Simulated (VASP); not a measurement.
# GaN (P6_3mc) in VASP: further runs

GaN is run at these levels: LDA; tasks: vibrations by perturbation theory.

Everything below comes from runs of VASP 6.6.1. Logs are shortened: lines on timing, memory, paths and dates and some standing lists are left out, and cuts for length are marked.

### 1 The cell of the first run

The structure is hexagonal, space group P6_3mc (No. 186). Conventional cell: a = 3.073 Å, b = 3.073 Å, c = 5.013 Å, α = 90.00°, β = 90.00°, γ = 120.00°. Ga (site symmetry 3m) has 4 N at 1.88 Å within 2.5 Å. Within 2.5 Å of N (site symmetry 3m) lie 4 Ga at 1.88 Å.

### 2 Vibrations by perturbation theory, LDA

Input file INCAR:

```
PREC = Accurate ; ENCUT = 520
EDIFF = 1E-8 ; ISMEAR = 0
SIGMA = 0.01 ; LREAL = F
LASPH = T ; NELM = 100
ALGO = Normal ; ISIF = 2
LWAVE = F ; LCHARG = F
NBANDS = 26 ; IBRION = 8
NSW = 1 ; LEPSILON = T
```

Input file KPOINTS:

```
regular mesh
0
Gamma
  12 12 6
```

Input file POSCAR:

```
GaN
1.0
    3.0729493736      0.0000000000      0.0000000000
   -1.5364746868      2.6612522221      0.0000000000
    0.0000000000      0.0000000000      5.0127559795
Ga N
2 2
Direct
    0.3333333333      0.6666666667     -0.0005191087
    0.6666666667      0.3333333333      0.4994808913
    0.3333333333      0.6666666667      0.3755191087
    0.6666666667      0.3333333333      0.8755191087
```

Potentials or basis: VASP PAW LDA potentials, release 64 (Ga_d, N).

Run with:

```
> cat potpaw_LDA.64/Ga_d/POTCAR potpaw_LDA.64/N/POTCAR > POTCAR
> mpirun -np 1 vasp_std > vasp.out
```

OUTCAR:

```text
PREC = Accurate
   ENCUT = 520
   EDIFF = 1E-8
   ISMEAR = 0
   LREAL = F
   LASPH = T
   NELM = 100
   ISIF = 2
   IBRION = 8
   NSW = 1
   LEPSILON = T

 ion  position               nearest neighbor table
   1  0.333  0.667  0.999-   4 1.88   4 1.88   4 1.88   3 1.88
   2  0.667  0.333  0.499-   3 1.88   3 1.88   3 1.88   4 1.88
   3  0.333  0.667  0.376-   2 1.88   2 1.88   2 1.88   1 1.88
   4  0.667  0.333  0.876-   1 1.88   1 1.88   1 1.88   2 1.88

  LATTYP: Found a hexagonal cell.
 ALAT       =     3.0729493736
 C/A-ratio  =     1.6312523801

  Lattice vectors:

 A1 = (   3.0729493736,   0.0000000000,   0.0000000000)
 A2 = (  -1.5364746868,   2.6612522221,   0.0000000000)
 A3 = (   0.0000000000,   0.0000000000,   5.0127559795)

Analysis of symmetry for initial positions (statically):
=====================================================================
 Subroutine PRICEL returns:
 Original cell was already a primitive cell.

 Routine SETGRP: Setting up the symmetry group for a
 hexagonal supercell.

 Subroutine GETGRP returns: Found 12 space group operations
 (whereof  6 operations were pure point group operations)
 out of a pool of 24 trial point group operations.

The static configuration has the point symmetry C_3v.
 The point group associated with its full space group is C_6v.

Analysis of symmetry for dynamics (positions and initial velocities):
=====================================================================
 Subroutine PRICEL returns:
 Original cell was already a primitive cell.

 Routine SETGRP: Setting up the symmetry group for a
 hexagonal supercell.

 Subroutine GETGRP returns: Found 12 space group operations
 (whereof  6 operations were pure point group operations)
 out of a pool of 24 trial point group operations.

The dynamic configuration has the point symmetry C_3v.
 The point group associated with its full space group is C_6v.

 Subroutine INISYM returns: Found 12 space group operations
 (whereof  6 operations are pure point group operations),
 and found     1 'primitive' translations

----------------------------------------------------------------------------------------

                                     Primitive cell

  volume of cell :      40.9938

  direct lattice vectors                    reciprocal lattice vectors
     3.072949374  0.000000000  0.000000000     0.325420265  0.187881478  0.000000000
    -1.536474687  2.661252222  0.000000000     0.000000000  0.375762955  0.000000000
     0.000000000  0.000000000  5.012755979     0.000000000  0.000000000  0.199491059

  length of vectors
     3.072949374  3.072949374  5.012755979     0.375762955  0.375762955  0.199491059

  position of ions in fractional coordinates (direct lattice)
     0.333333333  0.666666667  0.999480891
     0.666666667  0.333333333  0.499480891
     0.333333333  0.666666667  0.375519109
     0.666666667  0.333333333  0.875519109

  ion indices of the primitive-cell ions
   primitive index   ion index
                 1           1
                 2           2
                 3           3
[... 885 lines left out ...]
     0.48351  0.00000 -0.00000
     0.00000  0.48351  0.00000
     0.00000 -0.00000 -0.98832

[... ionic steps 4 to 9 ...]

--------------------------------------- Ionic step       10  -------------------------------------------

------------------------ aborting loop because EDIFF is reached ----------------------------------------

[... ionic steps 11 to 11 ...]

--------------------------------------- Ionic step       12  -------------------------------------------

 Free energy of the ion-electron system (eV)
  ---------------------------------------------------
  ---------------------------------------------------
  free energy    TOTEN  =        -0.24781140 eV

  energy without entropy =       -0.24781140

------------------------ aborting loop because EDIFF is reached ----------------------------------------

 INTERNAL STRAIN TENSOR  FOR ION    3  DIRECTION 3   (eV/Angst):
 -----------------------------------------------------------------------------
     8.74400  0.00000  0.00000
    -0.00000  8.74400 -0.00000
     0.00000  0.00000-16.67478

 MACROSCOPIC STATIC DIELECTRIC TENSOR (including local field effects in DFT)
 ------------------------------------------------------
           5.261921     0.000000     0.000000
           0.000000     5.261921     0.000000
           0.000000     0.000000     5.431090
 ------------------------------------------------------

 PIEZOELECTRIC TENSOR (including local field effects)  for field in x, y, z        (e  Angst)
          XX          YY          ZZ          XY          YZ          ZX
  --------------------------------------------------------------------------------
  x    -0.00000     0.00000     0.00000     0.00000     0.00000     1.42024
  y     0.00000     0.00000    -0.00000     0.00000     1.42024     0.00000
  z     1.23712     1.23712    -2.52875     0.00000     0.00000     0.00000

 PIEZOELECTRIC TENSOR (including local field effects)  for field in x, y, z        (C/m^2)
          XX          YY          ZZ          XY          YZ          ZX
  --------------------------------------------------------------------------------
  x    -0.00000     0.00000     0.00000     0.00000     0.00000     0.55508
  y     0.00000     0.00000    -0.00000     0.00000     0.55508     0.00000
  z     0.48351     0.48351    -0.98832     0.00000     0.00000     0.00000

 BORN EFFECTIVE CHARGES (including local field effects) (in |e|, cummulative output)
 ---------------------------------------------------------------------------------
 ion    1
    1     2.54413     0.00000    -0.00000
    2    -0.00000     2.54413     0.00000
    3     0.00000     0.00000     2.67440
 ion    2
    1     2.54413     0.00000     0.00000
    2     0.00000     2.54413     0.00000
    3     0.00000    -0.00000     2.67440
 ion    3
    1    -2.54413     0.00000    -0.00000
    2     0.00000    -2.54413     0.00000
    3     0.00000    -0.00000    -2.67440
 ion    4
    1    -2.54413     0.00000     0.00000
    2    -0.00000    -2.54413     0.00000
    3     0.00000     0.00000    -2.67440

 INTERNAL STRAIN TENSOR FOR ION    4 for displacements in x,y,z  (eV/Angst):
          X           Y           Z          XY          YZ          ZX
  --------------------------------------------------------------------------------
  x     0.00000     0.00000     0.00000    14.36593    -0.00000     8.67818
  y    14.36593   -14.36593     0.00000     0.00000     8.94704    -0.00000
  z     8.74400     8.74400   -16.67478     0.00000     0.00000     0.00000

 SECOND DERIVATIVES (NOT SYMMETRIZED)
 ------------------------------------
               1X          1Y          1Z          2X          2Y          2Z          3X          3Y          3Z          4X          4Y          4Z
  1X   -17.637143   -0.000000    0.000000    0.600107   -0.000000    0.000000    0.696583    0.000000   -0.000000   16.340453    0.000000    0.000000
  1Y    -0.000000  -17.637143    0.000000   -0.000000    0.600107    0.000000   -0.000000    0.696583    0.000000    0.000000   16.340453    0.000000
  1Z     0.000000    0.000000  -25.661743    0.000000   -0.000000    9.681038   -0.000000   -0.000000   10.679189    0.000000    0.000000    5.301516
  2X     0.600107   -0.000000    0.000000  -17.637143   -0.000000    0.000000   16.340453   -0.000000    0.000000    0.696583    0.000000   -0.000000
  2Y    -0.000000    0.600107    0.000000    0.000000  -17.637143    0.000000   -0.000000   16.340453    0.000000   -0.000000    0.696583    0.000000
  2Z     0.000000    0.000000    9.681038    0.000000    0.000000  -25.661743    0.000000   -0.000000    5.301516    0.000000    0.000000   10.679189
  3X     0.700797    0.000000    0.000000   16.344871   -0.000000    0.000000  -17.860251   -0.000000   -0.000000    0.814583   -0.000000   -0.000000
  3Y     0.000000    0.700797    0.000000    0.000000   16.344871    0.000000   -0.000000  -17.860251    0.000000   -0.000000    0.814583    0.000000
  3Z     0.000000    0.000000   10.654750    0.000000   -0.000000    5.334485    0.000000   -0.000000  -23.327124    0.000000    0.000000    7.337888
  4X    16.344871   -0.000000    0.000000    0.700797    0.000000    0.000000    0.814583    0.000000    0.000000  -17.860251   -0.000000    0.000000
  4Y    -0.000000   16.344871   -0.000000   -0.000000    0.700797    0.000000    0.000000    0.814583   -0.000000    0.000000  -17.860251    0.000000
  4Z     0.000000    0.000000    5.334485    0.000000    0.000000   10.654750    0.000000    0.000000    7.337888    0.000000    0.000000  -23.327124

 Eigenvectors and eigenvalues of the dynamical matrix
 ----------------------------------------------------

   1 f  =   23.227094 THz   145.940135 2PiTHz  774.772454 cm-1    96.059498 meV
             X         Y         Z           dx          dy          dz
     -0.000000  1.774168  5.010154     0.000000   -0.000000    0.070829
      1.536475  0.887084  2.503776    -0.000000    0.000000   -0.070829
     -0.000000  1.774168  1.882386     0.000000   -0.000000   -0.703550
      1.536475  0.887084  4.388764    -0.000000    0.000000    0.703550
[... 71 lines left out ...]
  12 f/i=    0.001823 THz     0.011452 2PiTHz    0.060795 cm-1     0.007538 meV
             X         Y         Z           dx          dy          dz
     -0.000000  1.774168  5.010154    -0.000000    0.000000   -0.645309
      1.536475  0.887084  2.503776    -0.000000    0.000000   -0.645309
     -0.000000  1.774168  1.882386    -0.000000    0.000000   -0.289097
      1.536475  0.887084  4.388764    -0.000000    0.000000   -0.289097

--------------------------------------------------------------------------------------------------------

 MACROSCOPIC STATIC DIELECTRIC TENSOR IONIC CONTRIBUTION
 ------------------------------------------------------
           3.353158    -0.000000    -0.000000
          -0.000000     3.353158     0.000000
          -0.000000     0.000000     3.950183
 ------------------------------------------------------

 ELASTIC MODULI CONTR FROM IONIC RELAXATION (kBar)
 Direction    XX          YY          ZZ          XY          YZ          ZX
 --------------------------------------------------------------------------------
 XX       -1241.5200    494.7215    712.4688      0.0000     -0.0000     -0.0000
 YY         494.7215  -1241.5200    712.4688      0.0000      0.0000      0.0000
 ZZ         712.4688    712.4688  -1359.4347     -0.0000      0.0000     -0.0000
 XY           0.0000      0.0000     -0.0000   -868.1207     -0.0000      0.0000
 YZ          -0.0000     -0.0000      0.0000     -0.0000   -328.9128      0.0000
 ZX          -0.0000      0.0000     -0.0000      0.0000      0.0000   -351.6991
 --------------------------------------------------------------------------------

 PIEZOELECTRIC TENSOR IONIC CONTR  for field in x, y, z        (C/m^2)
          XX          YY          ZZ          XY          YZ          ZX
  --------------------------------------------------------------------------------
  x    -0.00000     0.00000    -0.00000     0.00000     0.00000    -1.02184
  y    -0.00000     0.00000     0.00000    -0.00000    -0.98819     0.00000
  z    -1.14279    -1.14279     2.18052     0.00000    -0.00000     0.00000
```

It took 16 min on 1 thread of Intel Xeon 6975P-C (Granite Rapids), shared host; peak memory 0.96 GiB.

What came out:

| Property | Result |
| --- | --- |
| Electronic dielectric tensor (diagonal) | 5.26, 5.26, 5.43 |
| Born charges (mean of the diagonal) | Ga +2.59; N -2.59 e |
| Highest phonon frequency at Γ, LO-TO splitting left out | 775 cm⁻¹ |

Phonon frequencies in cm⁻¹ (negative: imaginary):
| q point | frequencies |
| --- | --- |
| (0.000, 0.000, 0.000) | 0 0 0 132 132 365 611 630 630 645 645 775 |

Electronic dielectric tensor:
```
5.26 0.00 0.00
0.00 5.26 0.00
0.00 0.00 5.43
```

Born effective charge tensors (e):
atom 1, Ga
```
2.54 0.00 0.00
0.00 2.54 0.00
0.00 0.00 2.67
```
atom 2, Ga
```
2.54 0.00 0.00
0.00 2.54 0.00
0.00 0.00 2.67
```
atom 3, N
```
-2.54  0.00  0.00
 0.00 -2.54  0.00
 0.00  0.00 -2.67
```
atom 4, N
```
-2.54  0.00  0.00
 0.00 -2.54  0.00
 0.00  0.00 -2.67
```

Caveat: the cell stands under pressure or tension, which shifts response properties.

(Part 1 of 2 ends here.)
